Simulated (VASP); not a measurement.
Ir, 2 atoms in the cell. It takes space group P6_3/mmc (No. 194, hexagonal). The conventional cell has a = 2.751 Å, b = 2.751 Å, c = 4.462 Å, α = 90.00°, β = 90.00°, γ = 120.00°. Ir (site symmetry -6m2) has 12 Ir at 2.74 to 2.75 Å within 3.6 Å. 

| Property | Result |
| --- | --- |
| Program | VASP 6.6.1 |
| Task | single point |
| Functional | PBEsol |
| Potentials or basis | VASP PAW PBE potentials, release 64 (Ir) |
| Cutoff | 520 eV |
| k mesh | 14 × 14 × 8 |
| Occupations | methfessel-paxton, width 0.1 eV |
| Spin | no spin polarisation |
| Dipole correction | no |
| Further INCAR settings | ALGO = Normal; EDIFF = 1e-07; NBANDS = 16 |

Potentials or basis: VASP PAW PBE potentials, release 64 (Ir).

The run is started by

```sh
$ cat potpaw_PBE.64/Ir/POTCAR > POTCAR
$ mpirun -np 1 vasp_std > vasp.out
```

Hardware: 1 thread of Intel Xeon 6455B (shared host).

Question: How long does it take, and how much memory?

Answer: It took 44 s on 1 thread of Intel Xeon 6455B (shared host), peak memory 0.17 GiB. Counts: scf iterations 13, k points 120.
